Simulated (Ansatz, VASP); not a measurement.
# SrTiO3: VASP beside Ansatz

```xyz
5
Lattice="3.9160 -0.2499 -0.2118 -0.2499 4.1248 0.0960 -0.2118 0.0960 3.8005" Properties=species:S:1:pos:R:3 pbc="T T T"
Sr    0.1405   -0.1841   -0.0870
Ti    1.7931    1.8576    1.8236
O    -0.2740    2.2045    1.9772
O     1.7847    0.0221    1.8554
O     1.7371    2.0564   -0.0422
```

Change from the starting cell: cell sheared at random, sigma 0.06, atoms nudged by 0.01 Å; relaxed back.

Alike in both runs: functional PBE; k mesh 6 × 6 × 6; occupations gaussian, width 0.05 eV; no spin polarisation; Hubbard terms Ti d U = 4.0 eV.

Ansatz relaxed the structure, and its values are those at the end. VASP's run is a single point on that final structure, the one shown.

|  | VASP | Ansatz |
| --- | --- | --- |
| version | VASP 6.6.1 | Ansatz 0.2.0 |
| potentials or method | VASP PAW PBE potentials, release 64 (Sr_sv, Ti_sv, O_h), cutoff 910 eV | scalar-relativistic, plane waves, PAW |
| valence electrons in the cell | 40 | 40 |

```tsv
	VASP	Ansatz	Ansatz less VASP
gap on the k mesh at the Fermi level (eV)	2.47	2.46	-0.012
least direct gap on the mesh (eV)	2.90	2.90	-0.001
rms of the force components (eV/Å)	0.247	0.001	-0.2461
```

The programs project onto different local orbitals, so the same U acts differently, and such runs can settle in different states. Ansatz's warnings: stress scf threshold loose.

Noted on VASP's run: the cutoff is under 1.25 times that of the potentials, so the pressure is a little rough.
